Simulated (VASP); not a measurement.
# F (Cmce) in VASP: a series of runs

The runs below take F through single point, with PBEsol.

Everything below comes from runs of VASP 6.6.1. Logs are shortened: lines on timing, memory, paths and dates and some standing lists are left out, and cuts for length are marked.

## 1. The cell of the first run

The structure is orthorhombic, space group Cmce (No. 64). Conventional cell: a = 7.080 Å, b = 4.184 Å, c = 6.567 Å, α = 90.00°, β = 90.00°, γ = 90.00°. Within 1.9 Å of F (site symmetry m) lie 1 F at 1.46 Å.

## 2. Single point, PBEsol (strain +0.000 along x and y, +0.030 along z)

File INCAR:

```
SYSTEM = F
PREC = Accurate
ENCUT = 520
EDIFF = 1E-7
ISMEAR = 0
SIGMA = 0.05
LREAL = .FALSE.
LASPH = .TRUE.
NELM = 60
ALGO = Normal
ISIF = 2
LWAVE = .FALSE.
LCHARG = .FALSE.
GGA = PS
NBANDS = 22
```

File KPOINTS:

```
Automatic mesh
0
G
  6 6 4
  0 0 0
```

File POSCAR:

```
F
1.0
    3.5401180000     -2.0919010000      0.0000000000
    3.5401180000      2.0919010000      0.0000000000
    0.0000000000      0.0000000000      6.5669977800
F
4
Direct
    0.9125420000      0.0874580000      0.0960130000
    0.5874580000      0.4125420000      0.5960130000
    0.4125420000      0.5874580000      0.4039870000
    0.0874580000      0.9125420000      0.9039870000
```

Potentials or basis: VASP PAW PBE potentials, release 64 (F).

Started as:

```
$ cat potpaw_PBE.64/F/POTCAR > POTCAR
$ mpirun -np 1 vasp_std > vasp.out
```

OUTCAR:

```text
SYSTEM = F
   PREC = Accurate
   ENCUT = 520
   EDIFF = 1E-7
   ISMEAR = 0
   LREAL = .FALSE.
   LASPH = .TRUE.
   NELM = 60
   ISIF = 2
   GGA = PS

 ion  position               nearest neighbor table
   1  0.913  0.087  0.096-   4 1.46
   2  0.587  0.413  0.596-   3 1.46
   3  0.413  0.587  0.404-   2 1.46
   4  0.087  0.913  0.904-   1 1.46

  LATTYP: Found a base centered orthorhombic cell.
 ALAT       =     4.1838020000
 B/A-ratio  =     1.6922971020
 C/A-ratio  =     1.5696244182

  Lattice vectors:

 A1 = (  -3.5401180000,  -2.0919010000,   0.0000000000)
 A2 = (   3.5401180000,  -2.0919010000,   0.0000000000)
 A3 = (   0.0000000000,   0.0000000000,   6.5669977800)

Analysis of symmetry for initial positions (statically):
=====================================================================
 Subroutine PRICEL returns:
 Original cell was already a primitive cell.

 Routine SETGRP: Setting up the symmetry group for a
 base centered orthorhombic supercell.

 Subroutine GETGRP returns: Found  8 space group operations
 (whereof  4 operations were pure point group operations)
 out of a pool of  8 trial point group operations.

The static configuration has the point symmetry C_2h.
 The point group associated with its full space group is D_2h.

Analysis of symmetry for dynamics (positions and initial velocities):
=====================================================================
 Subroutine PRICEL returns:
 Original cell was already a primitive cell.

 Routine SETGRP: Setting up the symmetry group for a
 base centered orthorhombic supercell.

 Subroutine GETGRP returns: Found  8 space group operations
 (whereof  4 operations were pure point group operations)
 out of a pool of  8 trial point group operations.

The dynamic configuration has the point symmetry C_2h.
 The point group associated with its full space group is D_2h.

 Subroutine INISYM returns: Found  8 space group operations
 (whereof  4 operations are pure point group operations),
 and found     1 'primitive' translations

----------------------------------------------------------------------------------------

                                     Primitive cell

  volume of cell :      97.2648

  direct lattice vectors                    reciprocal lattice vectors
     3.540118000 -2.091901000  0.000000000     0.141238230 -0.239017047  0.000000000
     3.540118000  2.091901000  0.000000000     0.141238230  0.239017047  0.000000000
     0.000000000  0.000000000  6.566997780     0.000000000  0.000000000  0.152276586

  length of vectors
     4.111992856  4.111992856  6.566997780     0.277628144  0.277628144  0.152276586

  position of ions in fractional coordinates (direct lattice)
     0.912542000  0.087458000  0.096013000
     0.587458000  0.412542000  0.596013000
     0.412542000  0.587458000  0.403987000
     0.087458000  0.912542000  0.903987000

  ion indices of the primitive-cell ions
   primitive index   ion index
                 1           1
                 2           2
                 3           3
                 4           4

----------------------------------------------------------------------------------------

 KPOINTS: Automatic mesh

Automatic generation of k-mesh.
 Grid dimensions read from file:
 generate k-points for:    6    6    4

 Generating k-lattice:

  Cartesian coordinates                     Fractional coordinates (reciprocal lattice)
     0.023539705 -0.039836175  0.000000000     0.166666667  0.000000000  0.000000000
     0.023539705  0.039836175  0.000000000     0.000000000  0.166666667  0.000000000
     0.000000000  0.000000000  0.038069146     0.000000000  0.000000000  0.250000000

  Length of vectors
     0.046271357  0.046271357  0.038069146

  Shift w.r.t. Gamma in fractional coordinates (k-lattice)
     0.000000000  0.000000000  0.000000000

 Subroutine IBZKPT returns following result:
 ===========================================

 Found     39 irreducible k-points:

 Following reciprocal coordinates:
            Coordinates               Weight
  0.000000  0.000000  0.000000      1.000000
  0.166667  0.000000  0.000000      4.000000
  0.333333  0.000000  0.000000      4.000000
  0.500000  0.000000  0.000000      2.000000
  0.166667  0.166667  0.000000      2.000000
  0.333333  0.166667  0.000000      4.000000
[... 16 lines left out ...]
  0.333333  0.333333  0.250000      4.000000
  0.500000  0.333333  0.250000      8.000000
 [... further k-points ...]
   k-points           NKPTS =     39   k-points in BZ     NKDIM =     39   number of bands    NBANDS=     22
   number of dos      NEDOS =    301   number of ions     NIONS =      4
   total plane-waves  NPLWV =  51200
   dimension x,y,z NGX =    32 NGY =   32 NGZ =   50
   dimension x,y,z NGXF=    64 NGYF=   64 NGZF=  100
   ions per type =               4
   NGX,Y,Z   is equivalent  to a cutoff of  12.94, 12.94, 12.66 a.u.
   NGXF,Y,Z  is equivalent  to a cutoff of  25.87, 25.87, 25.32 a.u.
 SYSTEM =  F
   PREC   = accura    normal or accurate (medium, high low for compatibility)
   ISTART =      0    job   : 0-new  1-cont  2-samecut
   ICHARG =      2    charge: 1-file 2-atom 10-const
   ISPIN  =      1    spin polarized calculation?
   LNONCOLLINEAR =      F non collinear calculations
   LSORBIT =      F    spin-orbit coupling
   LASPH  =      T    aspherical Exc in radial PAW
   ENCUT  =  520.0 eV  38.22 Ry    6.18 a.u.   7.65  7.65 12.21*2*pi/ulx,y,z
   NELM   =     60;   NELMIN=  2; NELMDL= -5     # of ELM steps
   EDIFF  = 0.1E-06   stopping-criterion for ELM
   LREAL  =      F    real-space projection
   EDIFFG = 0.1E-05   stopping-criterion for IOM
   NSW    =      0    number of steps for IOM
   IBRION =     -1    ionic relax: 0-MD 1-quasi-New 2-CG
   NFREE  =      0    steps in history (QN), initial steepest desc. (CG)
   ISIF   =      2    stress and relaxation
   ISYM   =      2    0-nonsym 1-usesym 2-fastsym
   POTIM  = 0.5000    time-step for ionic-motion
   TEBEG  =    0.0;   TEEND  =   0.0 temperature during run
   PSTRESS=    0.0 pullay stress
   NELECT =      28.0000    total number of electrons
   NUPDOWN=      -1.0000    fix difference up-down
   EMIN   =  10.00;   EMAX   =-10.00  energy-range for DOS
   EFERMI =   0.00;   METHOD = LEGACY
   ISMEAR =     0;   SIGMA  =   0.05  broadening in eV -4-tet -1-fermi 0-gaus
   EFERMI_NEDOS =   21; number of points for ismear=-14 and -15
   IALGO  =     38    algorithm
   IMIX   =      4    mixing-type and parameters
     AMIX     =   0.40;   BMIX     =  1.00
     AMIX_MAG =   1.60;   BMIX_MAG =  1.00
  volume/ion in A,a.u.               =      24.32       164.09
  Fermi-wavevector in a.u.,A,eV,Ry     =   1.080958  2.042715 15.898010  1.168471
  Thomas-Fermi vector in A             =   2.216963
   LORBIT       =      0    0 simple, 1 ext, 2 COOP (PROOUT), +10 PAW based schemes
   GGA     = PS    functional components
   LHFCALC =     F    Hartree Fock is set to
   AEXX    =    0.0000 exact exchange contribution
   IVDW    =     0    specifies the selected vdW correction
   LEPSILON=     F    determine dielectric tensor
   LRPA    =     F    only Hartree local field effects (RPA)
 non-spin polarized calculation
 Gauss-broadening in eV      SIGMA  =   0.05
  energy-cutoff  :      520.00
  volume of cell :       97.26
 maximum number of plane-waves:      2638
 NGX is ok and might be reduce to    32
   NGX = 15   NGY = 15   NGZ = 25

 number of electron      28.0000013 magnetization

 Free energy of the ion-electron system (eV)
  ---------------------------------------------------
  ext. energy  EPLUGINS =         0.00000000
  ---------------------------------------------------
  free energy    TOTEN  =        -7.72252924 eV

  energy without entropy =       -7.72252924  energy(sigma->0) =       -7.72252924

 E-fermi :  -6.5155     XC(G=0):  -5.8425

 val. band max:       -6.8368913382   @ k =   0.5000   0.5000   0.0000
 cond. band min:      -4.1571344251   @ k =   0.0000   0.0000   0.0000
 fundamental gap:      2.6797569131
 Fermi energy:        -6.5154721584

 k-point     1 :       0.0000    0.0000    0.0000
  band No.  band energies     occupation
      1     -30.8533      2.00000
      2     -30.7786      2.00000
      3     -25.3024      2.00000
      4     -25.1414      2.00000
      5     -12.7991      2.00000
      6     -12.5099      2.00000
[... 14 lines left out ...]
     21      11.4036      0.00000
     22      11.5625      0.00000

 k-point     2 :       0.1667    0.0000    0.0000
  band No.  band energies     occupation
      1     -30.8460      2.00000
      2     -30.7813      2.00000
      3     -25.2928      2.00000
      4     -25.1535      2.00000
      5     -12.7852      2.00000
      6     -12.5323      2.00000
[... 14 lines left out ...]
     21      10.4442      0.00000
     22      11.2460      0.00000

 k-point     3 :       0.3333    0.0000    0.0000
  band No.  band energies     occupation
      1     -30.8280      2.00000
      2     -30.7906      2.00000
      3     -25.2655      2.00000
      4     -25.1852      2.00000
      5     -12.7419      2.00000
      6     -12.5932      2.00000
[... 14 lines left out ...]
     21       8.9285      0.00000
     22       9.2401      0.00000

 k-point     4 :       0.5000    0.0000    0.0000
  band No.  band energies     occupation
      1     -30.8072      2.00000
      2     -30.8072      2.00000
      3     -25.2264      2.00000
      4     -25.2264      2.00000
      5     -12.6721      2.00000
      6     -12.6721      2.00000
[... 14 lines left out ...]
     21       7.6090      0.00000
     22       7.6090      0.00000

 k-point     5 :       0.1667    0.1667    0.0000
  band No.  band energies     occupation
      1     -30.8507      2.00000
      2     -30.7773      2.00000
      3     -25.3006      2.00000
      4     -25.1424      2.00000
      5     -12.7936      2.00000
      6     -12.5126      2.00000
[... 14 lines left out ...]
     21      10.1964      0.00000
     22      10.5135      0.00000

 k-point     6 :       0.3333    0.1667    0.0000
  band No.  band energies     occupation
      1     -30.8424      2.00000
      2     -30.7794      2.00000
      3     -25.2897      2.00000
      4     -25.1547      2.00000
      5     -12.7757      2.00000
      6     -12.5375      2.00000
[... 14 lines left out ...]
     21       8.2576      0.00000
     22      10.2566      0.00000

 k-point     7 :       0.5000    0.1667    0.0000
  band No.  band energies     occupation
      1     -30.8252      2.00000
      2     -30.7898      2.00000
      3     -25.2622      2.00000
      4     -25.1873      2.00000
      5     -12.7313      2.00000
      6     -12.6008      2.00000
[... 324 lines left out ...]
      6     -12.6140      2.00000
[... 14 lines left out ...]
     21       8.3520      0.00000
     22       8.9056      0.00000

 k-point    21 :      -0.3333    0.1667    0.2500
  band No.  band energies     occupation
      1     -30.8077      2.00000
      2     -30.8065      2.00000
      3     -25.2281      2.00000
      4     -25.2247      2.00000
      5     -12.6691      2.00000
      6     -12.6577      2.00000
[... 14 lines left out ...]
     21       8.0544      0.00000
     22       9.4027      0.00000

 k-point    22 :      -0.1667    0.1667    0.2500
  band No.  band energies     occupation
      1     -30.8239      2.00000
      2     -30.7966      2.00000
      3     -25.2549      2.00000
      4     -25.1963      2.00000
      5     -12.7192      2.00000
      6     -12.6068      2.00000
[... 14 lines left out ...]
     21       8.7713      0.00000
     22       9.9956      0.00000

 k-point    23 :       0.3333    0.3333    0.2500
  band No.  band energies     occupation
      1     -30.8358      2.00000
      2     -30.7850      2.00000
      3     -25.2741      2.00000
      4     -25.1659      2.00000
      5     -12.7474      2.00000
      6     -12.5609      2.00000
[... 14 lines left out ...]
     21       8.6386      0.00000
     22      10.2714      0.00000

 k-point    24 :       0.5000    0.3333    0.2500
  band No.  band energies     occupation
      1     -30.8299      2.00000
      2     -30.7866      2.00000
      3     -25.2672      2.00000
      4     -25.1754      2.00000
      5     -12.7342      2.00000
      6     -12.5762      2.00000
[... 14 lines left out ...]
     21       8.6250      0.00000
     22       8.8434      0.00000

 [... further k-points ...]
[... 5 lines left out ...]
  --------------------------------------------------------------------------------------
  -------------------------------------------------------------------------------------
  Total       -0.2875529     -1.4452502     -3.4329336      0.0000000      0.0000000      0.0000000
  in kB       -4.7366637    -23.8066277    -56.5483920      0.0000000      0.0000000      0.0000000
  external PRESSURE =     -28.3638945 kB  Pullay stress =       0.0000000 kB

 VOLUME and BASIS-vectors are now :
 -----------------------------------------------------------------------------
  energy-cutoff  :      520.00
  volume of cell :       97.26
      direct lattice vectors                 reciprocal lattice vectors
     3.540118000 -2.091901000  0.000000000     0.141238230 -0.239017047  0.000000000
     3.540118000  2.091901000  0.000000000     0.141238230  0.239017047  0.000000000
     0.000000000  0.000000000  6.566997780     0.000000000  0.000000000  0.152276586

 POSITION                                       TOTAL-FORCE (eV/Angst)
 -----------------------------------------------------------------------------------
      3.54012     -1.72599      0.63052         0.000000     -0.724804     -1.238583
      3.54012     -0.36591      3.91402         0.000000      0.724804     -1.238583
      3.54012      0.36591      2.65298         0.000000     -0.724804      1.238583
      3.54012      1.72599      5.93648         0.000000      0.724804      1.238583
 -----------------------------------------------------------------------------------
    total drift:                                0.000000      0.000000     -0.000000

  FREE ENERGIE OF THE ION-ELECTRON SYSTEM (eV)
  ---------------------------------------------------
  free  energy   TOTEN  =        -7.7225292372 eV

  energy  without entropy=       -7.7225292372  energy(sigma->0) =       -7.72252924
```

Wall time 30 s (1 thread of Intel Xeon Platinum 8559C (Emerald Rapids), shared host); peak memory 0.23 GiB.

Results:

```yaml
Free_energy: -7.7225 eV
Pressure: -2.8 GPa
Largest_force: 1.435 eV/Å
Band_gap_on_the_k_mesh: 2.68 eV
```

Forces on the atoms (eV/Å):
```
F    0.000 -0.725 -1.239
F    0.000  0.725 -1.239
F    0.000 -0.725  1.239
F    0.000  0.725  1.239
```

Caveat: the cell differs from its parent crystal (strain +0.000 along x and y, +0.030 along z); the stress differs along the axes, from -6 to -0 GPa; the PAW data sets were made with another functional, which shifts forces and pressure a little.

## 3. Single point, PBEsol (strain +0.030 along x and y, -0.030 along z)

File INCAR:

```
PREC = Accurate
ENCUT = 520
EDIFF = 1E-7
ISMEAR = 0
SIGMA = 0.05
LREAL = F
LASPH = T
NELM = 80
ALGO = Normal
ISIF = 2
LWAVE = F
LCHARG = F
GGA = PS
NBANDS = 22
```

File KPOINTS:

```
regular mesh
0
Gamma
  6 6 4
```

File POSCAR:

```
F
1.0
    3.6463215400     -2.1546580300      0.0000000000
    3.6463215400      2.1546580300      0.0000000000
    0.0000000000      0.0000000000      6.1844542200
F
4
Direct
    0.9125420000      0.0874580000      0.0960130000
    0.5874580000      0.4125420000      0.5960130000
    0.4125420000      0.5874580000      0.4039870000
    0.0874580000      0.9125420000      0.9039870000
```

Potentials or basis: VASP PAW PBE potentials, release 64 (F).

Started as:

```
$ cat potpaw_PBE.64/F/POTCAR > POTCAR
$ mpirun -np 1 vasp_std > vasp.out
```

Wall time 28 s (1 thread of Intel Xeon Platinum 8559C (Emerald Rapids), shared host); peak memory 0.22 GiB.

The run converged. Its results:

| Item | Value |
| --- | --- |
| Free energy | -7.7867 eV |
| Pressure | -0.1 GPa |
| Largest force | 0.214 eV/Å |
| Band gap on the k mesh | 3.27 eV |

Forces in eV/Å, atoms in the order of the input:
```
F    0.000  0.119  0.178
F    0.000 -0.119  0.178
F    0.000  0.119 -0.178
F    0.000 -0.119 -0.178
```

Stress tensor (GPa, compression positive):
```
-0.46  0.00  0.00
 0.00 -0.24  0.00
 0.00  0.00  0.42
```

Levels at points of the mesh, in eV from the valence-band top:
```
           k point  band 11  band 12  band 13  band 14  band 15  band 16  band 17  band 18
(0.00, 0.00, 0.00)    -0.42    -0.19    -0.09     0.00     3.27     3.57     8.29    11.67
(0.50, 0.00, 0.00)    -0.17    -0.17    -0.15    -0.15     3.42     3.42    11.10    11.10
(0.50, 0.50, 0.00)    -0.42    -0.28    -0.05     0.00     3.33     3.55    10.69    12.11
(0.00, 0.00, 0.50)    -0.21    -0.21    -0.14    -0.14     3.37     3.37     9.36     9.36
(0.50, 0.00, 0.50)    -0.17    -0.17    -0.13    -0.13     3.43     3.43    11.91    11.91
(0.50, 0.50, 0.50)    -0.22    -0.22    -0.16    -0.16     3.41     3.41    11.50    11.50
```

Caveat: the cell differs from its parent crystal (strain +0.030 along x and y, -0.030 along z); this functional lacks dispersion, which holds the molecules together, so the pressure and a relaxed volume are unreliable; the PAW data sets were made with another functional, which shifts forces and pressure a little. A k mesh can miss the band edges.

## 4. Single point, PBEsol (strain +0.015 along x and y, +0.000 along z)

File INCAR:

```
SYSTEM = F
PREC = Accurate
ENCUT = 520
EDIFF = 1E-6
ISMEAR = 0
SIGMA = 0.05
LREAL = .FALSE.
LASPH = .TRUE.
NELM = 100
ALGO = Normal
ISIF = 2
LWAVE = .FALSE.
LCHARG = .TRUE.
GGA = PS
LELF = .TRUE.
LVHAR = .TRUE.
NBANDS = 22
```

File KPOINTS:

```
Automatic mesh
0
G
  6 6 4
  0 0 0
```

File POSCAR:

```
F
1.0
    3.5932197700     -2.1232795150      0.0000000000
    3.5932197700      2.1232795150      0.0000000000
    0.0000000000      0.0000000000      6.3757260000
F
4
Direct
    0.9125420000      0.0874580000      0.0960130000
    0.5874580000      0.4125420000      0.5960130000
    0.4125420000      0.5874580000      0.4039870000
    0.0874580000      0.9125420000      0.9039870000
```

Started as:

```
$ cat potpaw_PBE.64/F/POTCAR > POTCAR
$ mpirun -np 1 vasp_std > vasp.out
```

Wall time 24 s (1 thread of Intel Xeon Platinum 8559C (Emerald Rapids), shared host); peak memory 0.22 GiB.

The run converged. Its results:

| Item | Value |
| --- | --- |
| Free energy | -7.7768 eV |
| Pressure | -1.5 GPa |
| Largest force | 0.668 eV/Å |
| Band gap on the k mesh | 2.97 eV |

Forces on the atoms (eV/Å):
```
F    0.000 -0.347 -0.571
F    0.000  0.347 -0.571
F    0.000 -0.347  0.571
F    0.000  0.347  0.571
```

Stress tensor (GPa, compression positive):
```
-0.46  0.00  0.00
 0.00 -1.43  0.00
 0.00  0.00 -2.69
```

Levels at points of the mesh, in eV from the valence-band top:
| k point | band 11 | band 12 | band 13 | band 14 | band 15 | band 16 | band 17 | band 18 |
| --- | --- | --- | --- | --- | --- | --- | --- | --- |
| (0.00, 0.00, 0.00) | -0.37 | -0.16 | -0.07 | 0.00 | 2.97 | 3.29 | 8.42 | 11.62 |
| (0.50, 0.00, 0.00) | -0.15 | -0.15 | -0.13 | -0.13 | 3.14 | 3.14 | 11.31 | 11.31 |
| (0.50, 0.50, 0.00) | -0.38 | -0.27 | -0.03 | 0.00 | 3.02 | 3.27 | 10.93 | 12.28 |
| (0.00, 0.00, 0.50) | -0.19 | -0.19 | -0.11 | -0.11 | 3.09 | 3.09 | 9.42 | 9.42 |
| (0.50, 0.00, 0.50) | -0.14 | -0.14 | -0.11 | -0.11 | 3.14 | 3.14 | 12.07 | 12.07 |
| (0.50, 0.50, 0.50) | -0.20 | -0.20 | -0.14 | -0.14 | 3.13 | 3.13 | 11.68 | 11.68 |

Caveat: the cell differs from its parent crystal (strain +0.015 along x and y, +0.000 along z); the PAW data sets were made with another functional, which shifts forces and pressure a little.

## 5. Overview

```csv
cell,gap on the mesh (eV),pressure (GPa),largest force (eV/Å)
"a = 4.112, b = 4.112, c = 6.567 Å, angles 90.0, 90.0, 61.2°, 4 atoms",2.68,-2.8,1.44
"a = 4.235, b = 4.235, c = 6.184 Å, angles 90.0, 90.0, 61.2°, 4 atoms",3.27,-0.1,0.21
"a = 4.174, b = 4.174, c = 6.376 Å, angles 90.0, 90.0, 61.2°, 4 atoms",2.97,-1.5,0.67
```

Alike in all rows: task single point; level PBEsol; potentials or basis VASP PAW PBE potentials, release 64 (F); no spin polarisation; k mesh 6 × 6 × 4; cutoff (eV) 520; smearing gaussian 0.05 eV.

Caveats: the PAW data sets were made with another functional, which shifts forces and pressure a little; the stress differs along the axes, from -6 to -0 GPa (at least some runs); this functional lacks dispersion, which holds the molecules together, so the pressure and a relaxed volume are unreliable (at least some runs).

Total energies depend on the potentials used, so only differences within one code and one set of settings carry meaning.
